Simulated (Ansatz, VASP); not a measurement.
One calculation of PbS, two programs

Contents of INCAR:

```
SYSTEM = PbS
PREC     = Accurate       ! precision mode
ENCUT    = 500            ! plane-wave cutoff, eV
EDIFF    = 1E-6           ! SCF threshold, eV
ISMEAR   = 0              ! smearing method
SIGMA    = 0.01           ! smearing width, eV
LREAL    = .False.        ! projectors in reciprocal space
LASPH    = .True.         ! aspherical terms in the spheres
NELM     = 120            ! most SCF steps
ALGO     = Normal         ! electronic algorithm
ISIF     = 2              ! what is computed and relaxed
LWAVE    = .False.        ! write WAVECAR
LCHARG   = .False.        ! write CHGCAR
GGA      = PS             ! functional
NBANDS   = 17             ! bands
GGA_COMPAT= .False.
```

File KPOINTS:

```
regular mesh
0
Gamma
  3 3 3
  0 0 0
```

Contents of POSCAR:

```
PbS
1.0
    4.0896980000      0.0000000000      0.0000000000
   -2.0448490000      3.5417820000      0.0000000000
    0.0000000000      0.0000000000      3.7881670000
Pb S
1 1
Direct
    0.0000000000      0.0000000000      0.0000000000
    0.6666666667      0.3333333333      0.5000000000
```

Input for Ansatz:

```yaml
crystal:
  lattice:
    - [4.089698, 0.0, 0.0]
    - [-2.044849, 3.541782, 0.0]
    - [0.0, 0.0, 3.788167]
  atoms:
    - { symbol: Pb, position: [0.0, 0.0, 0.0] }
    - { symbol: S, position: [0.6666666666666666, 0.3333333333333333, 0.5] }
kpoints:
  mp_grid:
    grid: [3, 3, 3]
hamiltonian:
  xc: pbesol
scf:
  occupations:
    method: fixed
output:
  eigenvalues: true
```

Alike in both runs: task single point; functional PBEsol; k mesh 3 × 3 × 3; no spin polarisation.

|  | VASP | Ansatz |
| --- | --- | --- |
| version | VASP 6.6.1 | Ansatz 0.2.0 |
| potentials or method | VASP PAW PBE potentials, release 64 (Pb_d, S) | plane waves, PAW |
| plane-wave cutoff (eV) | 500 | 420 |
| occupations | gaussian, width 0.01 eV | fixed |
| valence electrons in the cell | 20 | 20 |

|  | VASP | Ansatz | Ansatz less VASP |
| --- | --- | --- | --- |
| gap on the k mesh at the Fermi level (eV) | 0.61 | 0.61 | -0.004 |

VASP's potentials were made for PBE, not for PBEsol.

The k mesh is coarse, so the values compare programs but aren't converged. Spin-orbit coupling is off throughout.
